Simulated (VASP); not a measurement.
# MgS in VASP: further runs, part 2 of 2

VASP 6.6.1.

## Step 4: Relaxation of cell and atoms, PBE

The input, INCAR:

```
SYSTEM = MgS
  PREC = Accurate
  ENCUT = 600
  EDIFF = 1E-7
  ISMEAR = 0
  SIGMA = 0.02
  LREAL = .False.
  LASPH = .True.
  NELM = 60
  ALGO = Normal
  ISIF = 3
  LWAVE = .False.
  LCHARG = .False.
  GGA = PE
  IBRION = 2
  NSW = 100
  EDIFFG = -0.01
```

The input, KPOINTS:

```
Automatic mesh
0
Gamma
  6 6 6
  0 0 0
```

The input, POSCAR:

```
MgS
1.0
   -4.2804124000      4.2804124000      2.6263080000
    4.2804124000     -4.2804124000      2.6263080000
    4.2804124000      4.2804124000     -2.6263080000
Mg S
4 4
Direct
    0.1432015000      0.6432015000      0.7864030000
    0.8567985000      0.3567985000      0.2135970000
    0.3567985000      0.1432015000      0.5000000000
    0.6432015000      0.8567985000      0.5000000000
    0.8486700000      0.6513300000      0.5000000000
    0.1513300000      0.3486700000      0.5000000000
    0.6513300000      0.1513300000      0.8026600000
    0.3486700000      0.8486700000      0.1973400000
```

Potentials or basis: VASP PAW PBE potentials, release 64 (Mg, S).

Run with:

```console
> cat potpaw_PBE.64/Mg/POTCAR potpaw_PBE.64/S/POTCAR > POTCAR
> mpirun -np 1 vasp_std > vasp.out
```

OUTCAR:

```text
SYSTEM = MgS
   PREC = Accurate
   ENCUT = 600
   EDIFF = 1E-7
   ISMEAR = 0
   LREAL = .False.
   LASPH = .True.
   NELM = 60
   ISIF = 3
   GGA = PE
   IBRION = 2
   NSW = 100
   EDIFFG = -0.01

 ion  position               nearest neighbor table
   1  0.143  0.643  0.786-   8 2.49   6 2.52   5 2.52   7 2.63   7 2.63   2 3.47   4 3.59   3 3.59
                             3 3.59   4 3.59
   2  0.857  0.357  0.214-   7 2.49   6 2.52   5 2.52   8 2.63   8 2.63   1 3.47   3 3.59   4 3.59
                             4 3.59   3 3.59
   3  0.357  0.143  0.500-   6 2.49   7 2.52   8 2.52   5 2.63   5 2.63   4 3.47   1 3.59   2 3.59
                             1 3.59   2 3.59
   4  0.643  0.857  0.500-   5 2.49   7 2.52   8 2.52   6 2.63   6 2.63   3 3.47   2 3.59   1 3.59
                             1 3.59   2 3.59
   5  0.849  0.651  0.500-   4 2.49   2 2.52   1 2.52   3 2.63   3 2.63
   6  0.151  0.349  0.500-   3 2.49   2 2.52   1 2.52   4 2.63   4 2.63
   7  0.651  0.151  0.803-   2 2.49   3 2.52   4 2.52   1 2.63   1 2.63
   8  0.349  0.849  0.197-   1 2.49   3 2.52   4 2.52   2 2.63   2 2.63

  LATTYP: Found a body centered tetragonal cell.
 ALAT       =     8.5608248000
 C/A-ratio  =     0.6135642444
[... 260 lines left out ...]
      3      -9.4823      2.00000
      4      -9.4823      2.00000
      5      -2.3807      2.00000
      6      -1.9080      2.00000
[... 565 lines left out ...]
     20       6.5422      0.00000
     21       7.2947      0.00000

 [... further k-points ...]

------------------------ aborting loop because EDIFF is reached ----------------------------------------

  FORCE on cell =-STRESS in cart. coord.  units (eV):
  Direction    XX          YY          ZZ          XY          YZ          ZX
  --------------------------------------------------------------------------------------
  -------------------------------------------------------------------------------------
  Total        0.0296510      0.0296510      0.0362858      0.0000000     -0.0000000      0.0000000
  in kB        0.2476402      0.2476402      0.3030522      0.0000000     -0.0000000      0.0000000
  external PRESSURE =       0.2661109 kB  Pullay stress =       0.0000000 kB

 VOLUME and BASIS-vectors are now :
 -----------------------------------------------------------------------------
  energy-cutoff  :      600.00
  volume of cell :      191.84
      direct lattice vectors                 reciprocal lattice vectors
    -4.275648974  4.275648974  2.623404191     0.000000000  0.116941312  0.190592057
     4.275648974 -4.275648974  2.623404191     0.116941312  0.000000000  0.190592057
     4.275648974  4.275648974 -2.623404191     0.116941312  0.116941312  0.000000000

 POSITION                                       TOTAL-FORCE (eV/Angst)
 -----------------------------------------------------------------------------------
      5.49997      1.22432      0.00000        -0.000753     -0.000753     -0.000000
     -1.22432      3.05133      2.62340         0.000753      0.000753      0.000000
      1.22432      3.05133      0.00000        -0.000753      0.000753     -0.000000
      3.05133      1.22432      2.62340         0.000753     -0.000753     -0.000000
      1.29404      2.98161      2.62340         0.005191     -0.005191     -0.000000
      2.98161      1.29404      0.00000        -0.005191      0.005191      0.000000
      1.29404      5.56969      0.00000         0.005191      0.005191      0.000000
      2.98161     -1.29404      2.62340        -0.005191     -0.005191     -0.000000
 -----------------------------------------------------------------------------------
    total drift:                               -0.000000     -0.000000     -0.000000

  FREE ENERGIE OF THE ION-ELECTRON SYSTEM (eV)
  ---------------------------------------------------
  free  energy   TOTEN  =       -33.3719794503 eV

  energy  without entropy=      -33.3719794503  energy(sigma->0) =      -33.37197945

 reached required accuracy - stopping structural energy minimisation
```

OSZICAR:

```text
N       E                     dE             d eps       ncg     rms          rms(c)
DAV:   1     0.175749599061E+03    0.17575E+03   -0.13179E+04  1260   0.138E+03
[... 19 lines left out ...]
DAV:   2    -0.333721007435E+02    0.11774E-02   -0.29314E-03  1430   0.242E-01    0.882E-02
DAV:   3    -0.333719732419E+02    0.12750E-03   -0.65059E-04  1455   0.107E-01    0.530E-02
DAV:   4    -0.333719745956E+02   -0.13537E-05   -0.12275E-05  1520   0.191E-02    0.454E-02
DAV:   5    -0.333719805260E+02   -0.59304E-05   -0.11901E-05  1495   0.179E-02    0.907E-03
DAV:   6    -0.333719791565E+02    0.13696E-05   -0.20771E-06  1500   0.643E-03    0.197E-03
DAV:   7    -0.333719794820E+02   -0.32548E-06   -0.14722E-07  1036   0.233E-03    0.323E-04
DAV:   8    -0.333719794503E+02    0.31650E-07   -0.13891E-08   990   0.824E-04
   2 F= -.33371979E+02 E0= -.33371979E+02  d E =-.262252E-03
```

It took 4.5 min on 1 thread of Intel Xeon Platinum 8488C (Sapphire Rapids), shared host; peak memory 0.49 GiB.

Results:

- Free energy: -33.3720 eV
- Relaxed volume: 23.98 Å³/atom
- Relaxed cell: a = 6.591 Å, b = 6.591 Å, c = 6.591 Å, α = 99.11°, β = 99.11°, γ = 133.09°
- Space group after relaxing (to 0.1 Å): I4/mcm (No. 140)
- Energy gained by relaxing: 0.0 meV/atom
- Ionic steps: 2
- Pressure after relaxing: 0.0 GPa
- Largest force after relaxing: 0.007 eV/Å
- Band gap on the k mesh: 2.95 eV

Forces in eV/Å, atoms in the order of the input:
```
Mg  -0.001 -0.001  0.000
Mg   0.001  0.001  0.000
Mg  -0.001  0.001  0.000
Mg   0.001 -0.001  0.000
S    0.005 -0.005  0.000
S   -0.005  0.005  0.000
S    0.005  0.005  0.000
S   -0.005 -0.005  0.000
```

The path:
| step | energy change (eV) | largest force (eV/Å) | pressure (GPa) | volume (Å³) |
| --- | --- | --- | --- | --- |
| 1 | 0.0000 | 0.0070 | -0.15 | 192.48 |
| 2 | -0.0003 | 0.0073 | 0.03 | 191.84 |

Final structure:
```
Mg S
1.0
    -4.27565    4.27565    2.62340
     4.27565   -4.27565    2.62340
     4.27565    4.27565   -2.62340
Mg S
4 4
Cartesian
  5.5000 1.2243 0.0000
  -1.2243 3.0513 2.6234
  1.2243 3.0513 0.0000
  3.0513 1.2243 2.6234
  1.2940 2.9816 2.6234
  2.9816 1.2940 0.0000
  1.2940 5.5697 0.0000
  2.9816 -1.2940 2.6234
```

Levels at points of the mesh, in eV from the valence-band top:
| k point | band 14 | band 15 | band 16 | band 17 | band 18 | band 19 |
| --- | --- | --- | --- | --- | --- | --- |
| (0.00, 0.00, 0.00) | -0.66 | -0.66 | 0.00 | 2.95 | 4.32 | 4.32 |
| (0.50, 0.00, 0.00) | -0.80 | -0.43 | -0.43 | 4.71 | 4.71 | 5.65 |
| (0.50, 0.50, 0.00) | -0.78 | -0.59 | -0.49 | 3.58 | 4.11 | 4.72 |
| (0.50, 0.50, 0.50) | -1.24 | -1.24 | -0.64 | 3.00 | 4.43 | 4.88 |

A k mesh can miss the band edges.

## Step 5: The runs side by side

| task | cell | k mesh | cutoff (eV) | smearing | gap on the mesh (eV) | pressure (GPa) | largest force (eV/Å) |
| --- | --- | --- | --- | --- | --- | --- | --- |
| single point | a = 6.599 Å, angles 99.1, 99.1, 133.1°, 8 atoms | 6 × 6 × 6 | 520 | gaussian 0.02 eV | 2.94 | -0.2 | 0.01 |
| single point | a = 5.250, b = 6.600, c = 6.599 Å, angles 80.7, 66.6, 66.6°, 8 atoms | 4 × 4 × 4 | 520 | gaussian 0.1 eV | 2.94 | -0.2 | 0.01 |
| relaxation of cell and atoms | relaxed from a = 6.599 Å, angles 99.1, 99.1, 133.1°, 8 atoms | 6 × 6 × 6 | 600 | gaussian 0.02 eV | 2.95 | 0.0 | 0.01 |

Alike in all rows: level PBE; potentials or basis VASP PAW PBE potentials, release 64 (Mg, S); no spin polarisation.

Total energies depend on the potentials used, so only differences within one code and one set of settings carry meaning.
